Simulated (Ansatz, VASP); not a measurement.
# Ge6MoW2: VASP beside Ansatz

File INCAR:

```
PREC = Accurate ; ENCUT = 520
EDIFF = 1E-7 ; ISMEAR = 0
SIGMA = 0.2 ; LREAL = F
LASPH = T ; NELM = 80
ALGO = Normal ; ISIF = 2
LWAVE = F ; LCHARG = F
GGA = PE ; NBANDS = 73
```

File KPOINTS:

```
Automatic mesh
0
Gamma
  6 6 6
```

Contents of POSCAR:

```
Ge6MoW2
1.0
    0.0000000000     -3.3410618000      0.0000000000
    3.3410618000      0.0000000000      0.0000000000
   -1.6705309000      1.6705309000     12.4319686000
Ge Mo W
6 1 2
Direct
    0.7792300000      0.7792300000      0.5584600000
    0.4461980000      0.4461980000      0.8923960000
    0.1123540000      0.1123540000      0.2247080000
    0.8876460000      0.8876460000      0.7752920000
    0.5538020000      0.5538020000      0.1076040000
    0.2207700000      0.2207700000      0.4415400000
    0.0000000000      0.0000000000      0.0000000000
    0.6667670000      0.6667670000      0.3335340000
    0.3332330000      0.3332330000      0.6664660000
```

Input for Ansatz:

```yaml
crystal:
  lattice:
    - [0.0, -3.3410618, 0.0]
    - [3.3410618, 0.0, 0.0]
    - [-1.6705309, 1.6705309, 12.4319686]
  atoms:
    - { symbol: Ge, position: [0.77923, 0.77923, 0.55846] }
    - { symbol: Ge, position: [0.446198, 0.446198, 0.892396] }
    - { symbol: Ge, position: [0.112354, 0.112354, 0.224708] }
    - { symbol: Ge, position: [0.887646, 0.887646, 0.775292] }
    - { symbol: Ge, position: [0.553802, 0.553802, 0.107604] }
    - { symbol: Ge, position: [0.22077, 0.22077, 0.44154] }
    - { symbol: Mo, position: [0.0, 0.0, 0.0] }
    - { symbol: W, position: [0.666767, 0.666767, 0.333534] }
    - { symbol: W, position: [0.333233, 0.333233, 0.666466] }
basis:
  ecutwfc: 420
kpoints:
  mp_grid: { grid: [6, 6, 6] }
hamiltonian:
  xc: pbe
scf:
  occupations: { method: gaussian, width: 0.2 }
  lower_state_search: "off"
output:
  forces: true
  stress: true
  eigenvalues: true
```

Alike in both runs: task single point; functional PBE; k mesh 6 × 6 × 6; occupations gaussian, width 0.2 eV; no spin polarisation.

|  | VASP | Ansatz |
| --- | --- | --- |
| version | VASP 6.6.1 | Ansatz 0.2.0 |
| potentials or method | VASP PAW PBE potentials, release 64 (Ge_d, Mo_sv, W_sv), cutoff 520 eV | scalar-relativistic, plane waves, PAW |
| valence electrons in the cell | 126 | 126 |

```csv
,VASP,Ansatz,Ansatz less VASP
gap on the k mesh at the Fermi level (eV),none,none,-
pressure (GPa),0.3,0.0,-0.26
"traceless stress, the component that is largest in VASP (GPa)",0.18,0.16,-0.016
rms of the force components (eV/Å),0.005,0.005,-0.0003
```

Atom by atom the forces differ by 0.003 eV/Å (rms over components). A gap of «none» marks a metal or a gap that the smearing closes.

Spin-orbit coupling is off throughout.
